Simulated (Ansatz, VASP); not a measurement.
**One calculation of ZnS, two programs**

The input POSCAR:

```
ZnS
1.0
    3.8067217484      0.0000000000      0.0000000000
   -1.9033608742      3.2967177392      0.0000000000
    0.0000000000      0.0000000000      6.2457351519
Zn S
2 2
Direct
    0.3362773871      0.6586233623      0.0053880718
    0.6696107204      0.3252900289      0.5053880718
    0.3333333333      0.6666666667      0.3796119282
    0.6666666667      0.3333333333      0.8796119282
```

File INCAR.step1:

```
SYSTEM = ZnS
PREC = Accurate
ENCUT = 520
ISMEAR = 0
SIGMA = 0.05
LREAL = .False.
LASPH = .True.
NELM = 100
NBANDS = 26
GGA = PE
ALGO = Normal
EDIFF = 1E-4
LWAVE = .True.
LCHARG = .False.
```

File INCAR.step2:

```
SYSTEM = ZnS
PREC = Accurate
ENCUT = 520
EDIFF = 1E-7
ISMEAR = 0
SIGMA = 0.05
LREAL = .False.
LASPH = .True.
NELM = 100
ALGO = Normal
ISIF = 2
LWAVE = .False.
LCHARG = .False.
METAGGA = R2SCAN
LMIXTAU = .True.
NBANDS = 26
ISTART = 1
```

File KPOINTS:

```
Automatic mesh
0
Gamma
  6 6 4
  0 0 0
```

Input for Ansatz:

```yaml
crystal:
  lattice:
    - [3.8067217484, 0.0, 0.0]
    - [-1.9033608742, 3.2967177392, 0.0]
    - [0.0, 0.0, 6.2457351519]
  atoms:
    - { symbol: Zn, position: [0.3362773871, 0.6586233623, 0.0053880718] }
    - { symbol: Zn, position: [0.6696107204, 0.3252900289, 0.5053880718] }
    - { symbol: S, position: [0.3333333333, 0.6666666667, 0.3796119282] }
    - { symbol: S, position: [0.6666666667, 0.3333333333, 0.8796119282] }
basis:
  ecutwfc: 500
kpoints:
  mp_grid: { grid: [6, 6, 4] }
hamiltonian:
  xc: r2scan
scf:
  occupations: { method: gaussian, width: 0.05 }
output:
  forces: true
  stress: true
  eigenvalues: true
```

Change from the starting cell: all Zn atoms moved +0.037 Å, as atom 1 along Cartesian [1 -1 0].

Alike in both runs: task single point; functional r2SCAN; k mesh 6 × 6 × 4; occupations gaussian, width 0.05 eV; no spin polarisation.

```csv
,VASP,Ansatz
version,VASP 6.6.1,Ansatz 0.2.0
potentials or method,"VASP PAW PBE potentials, release 64 (Zn, S), cutoff 520 eV","scalar-relativistic, plane waves, PAW"
valence electrons in the cell,36,36
```

|  | VASP | Ansatz | Ansatz less VASP |
| --- | --- | --- | --- |
| gap on the k mesh at the Fermi level (eV) | 2.78 | 2.77 | -0.009 |
| least direct gap on the mesh (eV) | 2.78 | 2.77 | -0.009 |
| pressure (GPa) | 0.1 | 0.0 | -0.03 |
| traceless stress, the component that is largest in VASP (GPa) | 0.39 | 0.39 | -0.002 |
| rms of the force components (eV/Å) | 0.131 | 0.130 | -0.0004 |

VASP's potentials were made for PBE, not for r2SCAN. Atom by atom the forces differ by 0.010 eV/Å (rms over components).
